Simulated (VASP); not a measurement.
The system is PbO.

```
Pb O
1.0
     3.56646    0.00000    0.00000
    -1.78323    3.08864    0.00000
     0.00000    0.00000    6.47011
Pb O
2 2
Direct
  0.00000 0.00000 0.00000
  0.00000 0.00000 0.50000
  0.33333 0.66667 0.25000
  0.66667 0.33333 0.75000
```

Base run:

- Program: VASP 6.6.1
- Functional: r2SCAN
- Potentials or basis: VASP PAW PBE potentials, release 64 (Pb_d, O)
- Cutoff: 520 eV
- k mesh: 9 × 9 × 4
- Occupations: fermi-dirac, width 0.02 eV
- Spin: no spin polarisation

Its results: band gap on the k mesh 0.19 eV, indirect (least direct gap 0.38 eV); pressure 0.2 GPa.

The run is repeated on the same cell with these changes: k mesh from 9 × 9 × 4 to 12 × 12 × 4. What comes out?

Band gap on the k mesh zero (band 20 reaches 6.78 eV, above the bottom of band 21 at 6.63 eV); pressure 0.1 GPa.

Caveats: the PAW data sets were made with another functional, which shifts forces and pressure a little; spin-orbit coupling is left out, which moves the levels of the heavy elements.

A k mesh can miss the band edges.
